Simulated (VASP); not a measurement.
**BaTiO3: single point with LDA**

BaTiO3:

```
Ba Ti O
1.0
     2.83706    1.63798    2.32543
    -2.83706    1.63798    2.32543
     0.00000   -3.27596    2.32543
Ba Ti O
1 1 3
Direct
  0.00000 0.00000 0.00000
  0.51400 0.51400 0.51400
  0.49160 0.49160 0.98150
  0.49160 0.98150 0.49160
  0.98150 0.49160 0.49160
```

```
Program             : VASP 6.6.1
Task                : single point
Functional          : LDA
Potentials or basis : VASP PAW LDA potentials, release 64 (Ba_sv, Ti_sv, O)
Cutoff              : 520 eV
k mesh              : 9 × 9 × 9
Occupations         : fermi-dirac, width 0.05 eV
Spin                : no spin polarisation
```

The pressure is -5.5 GPa and the largest force is 0.104 eV/Å. The band gap on the k mesh is 2.28 eV (least direct gap 2.63 eV).

Forces on the atoms (eV/Å):
```
Ba   0.000  0.000  0.104
Ti   0.000  0.000  0.081
O    0.000 -0.037 -0.061
O   -0.032  0.018 -0.061
O    0.032  0.018 -0.061
```

Stress tensor (GPa, compression positive):
```
-5.50  0.00  0.00
 0.00 -5.50  0.00
 0.00  0.00 -5.63
```

Levels at points of the mesh, in eV from the valence-band top:
```tsv
k point	band 17	band 18	band 19	band 20	band 21	band 22	band 23	band 24
(0.00, 0.00, 0.00)	-1.03	-0.49	-0.35	-0.35	2.28	2.28	2.41	4.45
```

Wall time 75 s on 1 thread of Intel(R) Xeon(R) Platinum 8559C (Emerald Rapids) (shared host), peak memory 0.26 GiB.

Caveat: the cell stands under tension; spin-orbit coupling is left out, which moves the levels of the heavy elements. A k mesh can miss the band edges.
